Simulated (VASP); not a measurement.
# Si3Ni (Fm-3m) in VASP: a series of runs

Aim: see how the results for Si3Ni move with the level of theory and the settings. Levels: PBEsol, r2SCAN. Tasks: single point, relaxation of cell and atoms.

Program: VASP 6.6.1. These are calculated values, not measurements. Logs are shortened: lines on timing, memory, paths and dates and some standing lists are left out, and cuts for length are marked.

## Step 1: The cell of the first run

It takes space group Fm-3m (No. 225, cubic). The conventional cell has a = 5.909 Å, b = 5.909 Å, c = 5.909 Å, α = 90.00°, β = 90.00°, γ = 90.00°. Within 3.4 Å of Si (site symmetry -43m) lie 10 Si at 2.56 to 2.95 Å and 4 Ni at 2.56 Å. Si (site symmetry m-3m) has 8 Si at 2.56 Å and 6 Ni at 2.95 Å within 3.4 Å. Within 3.4 Å of Ni (site symmetry m-3m) lie 14 Si at 2.56 to 2.95 Å.

## Step 2: Single point, PBEsol

Input file INCAR:

```
SYSTEM = Si3Ni
PREC     = Accurate       ! precision mode
ENCUT    = 520            ! plane-wave cutoff, eV
EDIFF    = 1E-6           ! SCF threshold, eV
ISMEAR   = 0              ! smearing method
SIGMA    = 0.1            ! smearing width, eV
LREAL    = .FALSE.        ! projectors in reciprocal space
LASPH    = .TRUE.         ! aspherical terms in the spheres
NELM     = 80             ! most SCF steps
ALGO     = Normal         ! electronic algorithm
ISIF     = 2              ! what is computed and relaxed
LWAVE    = .FALSE.        ! write WAVECAR
LCHARG   = .FALSE.        ! write CHGCAR
GGA      = PS             ! functional
NBANDS   = 19             ! bands
```

Input file KPOINTS:

```
regular mesh
0
G
  12 12 12
  0 0 0
```

Input file POSCAR:

```
Si3Ni
1.0
    0.0000000000      2.9546283616      2.9546283616
    2.9546283616      0.0000000000      2.9546283616
    2.9546283616      2.9546283616      0.0000000000
Si Ni
3 1
Direct
    0.2500000000      0.2500000000      0.2500000000
    0.7500000000      0.7500000000      0.7500000000
    0.5000000000      0.5000000000      0.5000000000
    0.0000000000      0.0000000000      0.0000000000
```

Potentials or basis: VASP PAW PBE potentials, release 64 (Si, Ni).

Run with:

```console
$ cat potpaw_PBE.64/Si/POTCAR potpaw_PBE.64/Ni/POTCAR > POTCAR
$ mpirun -np 1 vasp_std > vasp.out
```

OUTCAR:

```text
SYSTEM = Si3Ni
   PREC = Accurate
   ENCUT = 520
   EDIFF = 1E-6
   ISMEAR = 0
   LREAL = .FALSE.
   LASPH = .TRUE.
   NELM = 80
   ISIF = 2
   GGA = PS

 ion  position               nearest neighbor table
   1  0.250  0.250  0.250-   4 2.56   4 2.56   4 2.56   3 2.56   3 2.56   3 2.56   4 2.56   3 2.56
                             2 2.95   2 2.95   2 2.95   2 2.95   2 2.95   2 2.95
   2  0.750  0.750  0.750-   3 2.56   3 2.56   3 2.56   4 2.56   4 2.56   4 2.56   4 2.56   3 2.56
                             1 2.95   1 2.95   1 2.95   1 2.95   1 2.95   1 2.95
   3  0.500  0.500  0.500-   1 2.56   1 2.56   1 2.56   2 2.56   2 2.56   2 2.56   2 2.56   1 2.56
                             4 2.95   4 2.95   4 2.95   4 2.95   4 2.95   4 2.95
   4  0.000  0.000  0.000-   2 2.56   2 2.56   2 2.56   1 2.56   1 2.56   1 2.56   2 2.56   1 2.56
                             3 2.95   3 2.95   3 2.95   3 2.95   3 2.95   3 2.95

  LATTYP: Found a face centered cubic cell.
 ALAT       =     5.9092567232

  Lattice vectors:

 A1 = (   0.0000000000,   2.9546283616,   2.9546283616)
 A2 = (   2.9546283616,   0.0000000000,   2.9546283616)
 A3 = (   2.9546283616,   2.9546283616,   0.0000000000)

Analysis of symmetry for initial positions (statically):
=====================================================================
 Subroutine PRICEL returns:
 Original cell was already a primitive cell.

 Routine SETGRP: Setting up the symmetry group for a
 face centered cubic supercell.

 Subroutine GETGRP returns: Found 48 space group operations
 (whereof 48 operations were pure point group operations)
 out of a pool of 48 trial point group operations.

The static configuration has the point symmetry O_h .

Analysis of symmetry for dynamics (positions and initial velocities):
=====================================================================
 Subroutine PRICEL returns:
 Original cell was already a primitive cell.

 Routine SETGRP: Setting up the symmetry group for a
 face centered cubic supercell.

 Subroutine GETGRP returns: Found 48 space group operations
 (whereof 48 operations were pure point group operations)
 out of a pool of 48 trial point group operations.

The dynamic configuration has the point symmetry O_h .

 Subroutine INISYM returns: Found 48 space group operations
 (whereof 48 operations are pure point group operations),
 and found     1 'primitive' translations

----------------------------------------------------------------------------------------

                                     Primitive cell

  volume of cell :      51.5868

  direct lattice vectors                    reciprocal lattice vectors
[... 95 lines left out ...]
   IBRION =     -1    ionic relax: 0-MD 1-quasi-New 2-CG
   NFREE  =      0    steps in history (QN), initial steepest desc. (CG)
   ISIF   =      2    stress and relaxation
   ISYM   =      2    0-nonsym 1-usesym 2-fastsym
   POTIM  = 0.5000    time-step for ionic-motion
   TEBEG  =    0.0;   TEEND  =   0.0 temperature during run
   PSTRESS=    0.0 pullay stress
   NELECT =      22.0000    total number of electrons
   NUPDOWN=      -1.0000    fix difference up-down
   EMIN   =  10.00;   EMAX   =-10.00  energy-range for DOS
   EFERMI =   0.00;   METHOD = LEGACY
   ISMEAR =     0;   SIGMA  =   0.10  broadening in eV -4-tet -1-fermi 0-gaus
   EFERMI_NEDOS =   21; number of points for ismear=-14 and -15
   IALGO  =     38    algorithm
   IMIX   =      4    mixing-type and parameters
     AMIX     =   0.40;   BMIX     =  1.00
     AMIX_MAG =   1.60;   BMIX_MAG =  1.00
  volume/ion in A,a.u.               =      12.90        87.03
  Fermi-wavevector in a.u.,A,eV,Ry     =   1.232261  2.328636 20.660015  1.518468
  Thomas-Fermi vector in A             =   2.367039
   LORBIT       =      0    0 simple, 1 ext, 2 COOP (PROOUT), +10 PAW based schemes
   GGA     = PS    functional components
   LHFCALC =     F    Hartree Fock is set to
   AEXX    =    0.0000 exact exchange contribution
   IVDW    =     0    specifies the selected vdW correction
   LEPSILON=     F    determine dielectric tensor
   LRPA    =     F    only Hartree local field effects (RPA)
 non-spin polarized calculation
 Gauss-broadening in eV      SIGMA  =   0.10
  energy-cutoff  :      520.00
  volume of cell :       51.59
 maximum number of plane-waves:      1411
   NGX = 15   NGY = 15   NGZ = 15

 number of electron      22.0000012 magnetization

 Free energy of the ion-electron system (eV)
  ---------------------------------------------------
  ext. energy  EPLUGINS =         0.00000000
  ---------------------------------------------------
  free energy    TOTEN  =       -22.59952041 eV

  energy without entropy =      -22.58460085  energy(sigma->0) =      -22.59206063

 E-fermi :  10.7761     XC(G=0): -11.9060

 val. band max:       10.7704562675   @ k =  -0.2500   0.4167   0.1667
 cond. band min:      10.7829444789   @ k =  -0.2500   0.3333   0.0833
 fundamental gap:      0.0124882115
 Fermi energy:        10.7760752211

 k-point     1 :       0.0000    0.0000    0.0000
  band No.  band energies     occupation
      1      -3.5755      2.00000
      2       6.3001      2.00000
      3       6.3001      2.00000
      4       6.3001      2.00000
      5       7.9169      2.00000
      6       8.1613      2.00000
[... 505 lines left out ...]
      6       7.8714      2.00000
[... 11 lines left out ...]
     18      18.7977      0.00000
     19      19.2308      0.00000

 [... further k-points ...]

------------------------ aborting loop because EDIFF is reached ----------------------------------------

  FORCE on cell =-STRESS in cart. coord.  units (eV):
  Direction    XX          YY          ZZ          XY          YZ          ZX
  --------------------------------------------------------------------------------------
  -------------------------------------------------------------------------------------
  Total        0.0198203      0.0198203      0.0198203      0.0000000      0.0000000      0.0000000
  in kB        0.6155778      0.6155778      0.6155778      0.0000000      0.0000000      0.0000000
  external PRESSURE =       0.6155778 kB  Pullay stress =       0.0000000 kB

 VOLUME and BASIS-vectors are now :
 -----------------------------------------------------------------------------
  energy-cutoff  :      520.00
  volume of cell :       51.59
      direct lattice vectors                 reciprocal lattice vectors
     0.000000000  2.954628362  2.954628362    -0.169226021  0.169226021  0.169226021
     2.954628362  0.000000000  2.954628362     0.169226021 -0.169226021  0.169226021
     2.954628362  2.954628362  0.000000000     0.169226021  0.169226021 -0.169226021

 POSITION                                       TOTAL-FORCE (eV/Angst)
 -----------------------------------------------------------------------------------
      1.47731      1.47731      1.47731         0.000000      0.000000      0.000000
      4.43194      4.43194      4.43194        -0.000000     -0.000000     -0.000000
      2.95463      2.95463      2.95463         0.000000     -0.000000      0.000000
      0.00000      0.00000      0.00000         0.000000     -0.000000      0.000000
 -----------------------------------------------------------------------------------
    total drift:                                0.000000     -0.000000      0.000000

  FREE ENERGIE OF THE ION-ELECTRON SYSTEM (eV)
  ---------------------------------------------------
  free  energy   TOTEN  =       -22.5995204101 eV

  energy  without entropy=      -22.5846008539  energy(sigma->0) =      -22.59206063
```

Run time: 43 s. Hardware: 1 thread of AMD EPYC 9R45 (Zen 5), shared host; peak memory 0.18 GiB.

Results:

```yaml
Free_energy: -22.5995 eV
Pressure: 0.1 GPa
Band_gap_on_the_k_mesh: zero (bands 11 and 12 overlap by 1.80 eV)
```

Caveat: the PAW data sets were made with another functional, which shifts forces and pressure a little. Spin polarisation is off, so any magnetic state and its effect on volume and gap are missing.

## Step 3: Single point, r2SCAN

POSCAR is that of step 2.

Input file INCAR.step1:

```
SYSTEM = Si3Ni
ALGO     = Normal         ! electronic algorithm
EDIFF    = 1E-4           ! SCF threshold, eV
ENCUT    = 520            ! plane-wave cutoff, eV
GGA      = PE             ! functional
ISMEAR   = 0              ! smearing method
LASPH    = .TRUE.         ! aspherical terms in the spheres
LCHARG   = .FALSE.        ! write CHGCAR
LREAL    = .FALSE.        ! projectors in reciprocal space
LWAVE    = .TRUE.         ! write WAVECAR
NBANDS   = 19             ! bands
NELM     = 80             ! most SCF steps
PREC     = Accurate       ! precision mode
SIGMA    = 0.1            ! smearing width, eV
```

Input file INCAR.step2:

```
SYSTEM = Si3Ni
ALGO     = Normal         ! electronic algorithm
EDIFF    = 1E-6           ! SCF threshold, eV
ENCUT    = 520            ! plane-wave cutoff, eV
ISIF     = 2              ! what is computed and relaxed
ISMEAR   = 0              ! smearing method
ISTART   = 1            
LASPH    = .TRUE.         ! aspherical terms in the spheres
LCHARG   = .TRUE.         ! write CHGCAR
LELF     = .TRUE.         ! ELF
LMIXTAU  = .TRUE.       
LREAL    = .FALSE.        ! projectors in reciprocal space
LVHAR    = .TRUE.       
LWAVE    = .FALSE.        ! write WAVECAR
METAGGA  = R2SCAN         ! meta-GGA
NBANDS   = 19             ! bands
NELM     = 80             ! most SCF steps
PREC     = Accurate       ! precision mode
SIGMA    = 0.1            ! smearing width, eV
```

Input file KPOINTS:

```
k-points
0
G
  12 12 12
  0 0 0
```

Potentials or basis: VASP PAW PBE potentials, release 64 (Si, Ni).

Run with:

```console
$ cat potpaw_PBE.64/Si/POTCAR potpaw_PBE.64/Ni/POTCAR > POTCAR
$ cp INCAR.step1 INCAR
$ mpirun -np 1 vasp_std > vasp.out
$ cp INCAR.step2 INCAR
$ mpirun -np 1 vasp_std > vasp.out
```

Run time: 2.9 min. Hardware: 1 thread of AMD EPYC 9R45 (Zen 5), shared host; peak memory 0.19 GiB.

Results (log left out):

| Quantity | Value |
| --- | --- |
| Free energy | -36.4395 eV |
| Pressure | -1.0 GPa |
| Band gap on the k mesh | zero (bands 11 and 12 overlap by 1.99 eV) |

Levels at points of the mesh, in eV from the Fermi level:
```
           k point  band 8  band 9  band 10  band 11  band 12  band 13  band 14  band 15
(0.00, 0.00, 0.00)   -2.41   -2.41    -2.41    -0.17     0.33     0.33     0.33     2.00
(0.50, 0.00, 0.00)   -2.67   -2.54    -2.54    -0.64    -0.64     0.90     5.52     5.55
(0.50, 0.50, 0.00)   -2.54   -2.33    -1.49    -0.81     4.49     4.49     5.68     5.68
```

Caveat: the PAW data sets were made with another functional, which shifts forces and pressure a little. Spin polarisation is off, so any magnetic state and its effect on volume and gap are missing.

## Step 4: Relaxation of cell and atoms, PBEsol

This run uses another cell than the first one, of 12.49 Å³/atom.

Input file INCAR:

```
SYSTEM = Si3Ni
PREC     = Accurate       ! precision mode
ENCUT    = 600            ! plane-wave cutoff, eV
EDIFF    = 1E-6           ! SCF threshold, eV
ISMEAR   = 0              ! smearing method
SIGMA    = 0.1            ! smearing width, eV
LREAL    = .False.        ! projectors in reciprocal space
LASPH    = .True.         ! aspherical terms in the spheres
NELM     = 80             ! most SCF steps
ALGO     = Normal         ! electronic algorithm
ISIF     = 3              ! what is computed and relaxed
LWAVE    = .False.        ! write WAVECAR
LCHARG   = .False.        ! write CHGCAR
GGA      = PS             ! functional
IBRION   = 2              ! ionic algorithm
NSW      = 100            ! ionic steps
EDIFFG   = -0.01          ! ionic threshold
```

Input file KPOINTS:

```
regular mesh
0
Gamma
  12 12 12
  0 0 0
```

Input file POSCAR:

```
Si3Ni
1.0
    0.0000000000      2.9229053813      2.9229053813
    2.9229053813      0.0000000000      2.9229053813
    2.9229053813      2.9229053813      0.0000000000
Si Ni
3 1
Direct
    0.2500000000      0.2500000000      0.2500000000
    0.7500000000      0.7500000000      0.7500000000
    0.5000000000      0.5000000000      0.5000000000
    0.0000000000      0.0000000000      0.0000000000
```

Run with:

```console
$ cat potpaw_PBE.64/Si/POTCAR potpaw_PBE.64/Ni/POTCAR > POTCAR
$ mpirun -np 1 vasp_std > vasp.out
```

It took 3 min on 1 thread of AMD EPYC 9R45 (Zen 5), shared host; peak memory 0.22 GiB.

Results (log left out):

| Item | Value |
| --- | --- |
| Free energy | -22.5990 eV |
| Relaxed volume | 12.93 Å³/atom |
| Relaxed cell | a = 4.182 Å, b = 4.182 Å, c = 4.182 Å, α = 60.00°, β = 60.00°, γ = 60.00° |
| Space group after relaxing (to 0.1 Å) | Fm-3m (No. 225) |
| Energy gained by relaxing | 6.1 meV/atom |
| Ionic steps | 5 |
| Pressure after relaxing | -0.1 GPa |
| Band gap on the k mesh | zero (bands 11 and 12 overlap by 1.79 eV) |

Step by step:
```
step  energy change (eV)  largest force (eV/Å)  pressure (GPa)  volume (Å³)
   1              0.0000                0.0000            4.83        49.94
   2             -0.0159                0.0000           -2.44        52.71
   3             -0.0242                0.0000            0.33        51.64
   4             -0.0241                0.0000           -0.25        51.76
   5             -0.0242                0.0000           -0.11        51.71
```

Final structure:
```
Si Ni
1.0
     0.00000    2.95693    2.95693
     2.95693    0.00000    2.95693
     2.95693    2.95693    0.00000
Si Ni
3 1
Direct
  0.25000 0.25000 0.25000
  0.75000 0.75000 0.75000
  0.50000 0.50000 0.50000
  0.00000 0.00000 0.00000
```

Levels at points of the mesh, in eV from the Fermi level:
```csv
k point,band 7,band 8,band 9,band 10,band 11,band 12,band 13,band 14,band 15
"(0.00, 0.00, 0.00)",-2.61,-2.21,-2.21,-2.21,-0.48,0.34,0.34,0.34,1.88
"(0.50, 0.00, 0.00)",-2.45,-2.45,-2.44,-2.44,-0.56,-0.56,0.71,5.04,5.27
"(0.50, 0.50, 0.00)",-2.47,-2.47,-2.21,-1.42,-0.83,4.22,4.22,5.34,5.34
```

Caveat: the PAW data sets were made with another functional, which shifts forces and pressure a little. Spin polarisation is off, so any magnetic state and its effect on volume and gap are missing.

## Step 5: Single point, PBEsol, collinear spin, ferromagnetic start

Input file INCAR:

```
ALGO = Normal
EDIFF = 1E-6
ENCUT = 520
GGA = PS
ISIF = 2
ISMEAR = 0
ISPIN = 2
LASPH = True
LCHARG = False
LMAXMIX = 4
LORBIT = 11
LREAL = False
LWAVE = False
MAGMOM = 0 0 0 2.5
NBANDS = 23
NELM = 150
PREC = Accurate
SIGMA = 0.1
```

Input file KPOINTS:

```
k-points
0
Gamma
  12 12 12
```

Input file POSCAR:

```
Si3Ni
1.0
    0.0000000000      2.9546283616      2.9546283616
    2.9546283616      0.0000000000      2.9546283616
    2.9546283616      2.9546283616      0.0000000000
Si Ni
3 1
Direct
    0.2500000000      0.2500000000      0.2500000000
    0.7500000000      0.7500000000      0.7500000000
    0.5000000000      0.5000000000      0.5000000000
    0.0000000000      0.0000000000      0.0000000000
```

Run with:

```console
$ cat potpaw_PBE.64/Si/POTCAR potpaw_PBE.64/Ni/POTCAR > POTCAR
$ mpirun -np 1 vasp_std > vasp.out
```

Run time: 2.3 min. Hardware: 1 thread of AMD EPYC 9R45 (Zen 5), shared host; peak memory 0.25 GiB.

It converged, with:

```
Free energy                                           : -22.5995 eV
Pressure                                              : 0.2 GPa
Band gap on the k mesh                                : zero (filled and empty bands overlap)
Net moment                                            : 0.00 μB per cell
Valence electrons inside the program's atomic spheres : Si 1.56, 1.58 (each value once); Ni 9.35
```

Levels at points of the mesh, in eV from the Fermi level:
Spin up:
| k point | band 8 | band 9 | band 10 | band 11 | band 12 | band 13 | band 14 | band 15 |
| --- | --- | --- | --- | --- | --- | --- | --- | --- |
| (0.00, 0.00, 0.00) | -2.22 | -2.22 | -2.22 | -0.46 | 0.34 | 0.34 | 0.34 | 1.88 |
| (0.50, 0.00, 0.00) | -2.46 | -2.45 | -2.45 | -0.56 | -0.56 | 0.72 | 5.06 | 5.27 |
| (0.50, 0.50, 0.00) | -2.48 | -2.22 | -1.42 | -0.83 | 4.23 | 4.23 | 5.34 | 5.34 |
Spin down:
```
           k point  band 7  band 8  band 9  band 10  band 11  band 12  band 13  band 14  band 15  band 16
(0.00, 0.00, 0.00)   -2.62   -2.22   -2.22    -2.22    -0.46     0.34     0.34     0.34     1.88     1.88
(0.50, 0.00, 0.00)   -2.46   -2.46   -2.45    -2.45    -0.56    -0.56     0.72     5.06     5.27     5.27
(0.50, 0.50, 0.00)   -2.48   -2.48   -2.22    -1.42    -0.83     4.23     4.23     5.34     5.34     6.19
```

Caveat: the moments typed at the start vanished in this run; the PAW data sets were made with another functional, which shifts forces and pressure a little.

(Part 1 of 2 ends here.)

The gap in the log of VASP goes by the Fermi energy; the results here count the filled bands.